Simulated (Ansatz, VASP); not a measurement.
**One calculation of CaSe, two programs**

```
Ca Se
1.0
     0.00000    2.89518    2.89518
     2.89518    0.00000    2.89518
     2.89518    2.89518    0.00000
Ca Se
1 1
Direct
  0.00000 0.00000 0.00000
  0.50000 0.50000 0.50000
```

Alike in both runs: functional LDA; k mesh 8 × 8 × 8; occupations gaussian, width 0.02 eV; no spin polarisation.

Ansatz relaxed the structure, and its values are those at the end. VASP's run is a single point on that final structure, the one shown.

```csv
,VASP,Ansatz
version,VASP 6.6.1,Ansatz 0.2.0
potentials or method,"VASP PAW LDA potentials, release 64 (Ca_sv, Se), cutoff 500 eV","scalar-relativistic, plane waves, PAW"
valence electrons in the cell,16,26
```

VASP gave:

```
gap on the k mesh at the Fermi level (eV) : 1.70
least direct gap on the mesh (eV)         : 2.70
pressure (GPa)                            : 0.3
```

Which values does Ansatz return?

gap on the k mesh at the Fermi level (eV): 1.71; least direct gap on the mesh (eV): 2.71; pressure (GPa): 0.0.

Ansatz warns that its potentials were made for another functional, while VASP's fit it. LDA's correlation is that of Perdew and Zunger in VASP and of Perdew and Wang (1992) in Ansatz. VASP's potentials hold 16 valence electrons a cell and Ansatz's 26, so a difference there can come from the potentials and not from the codes.
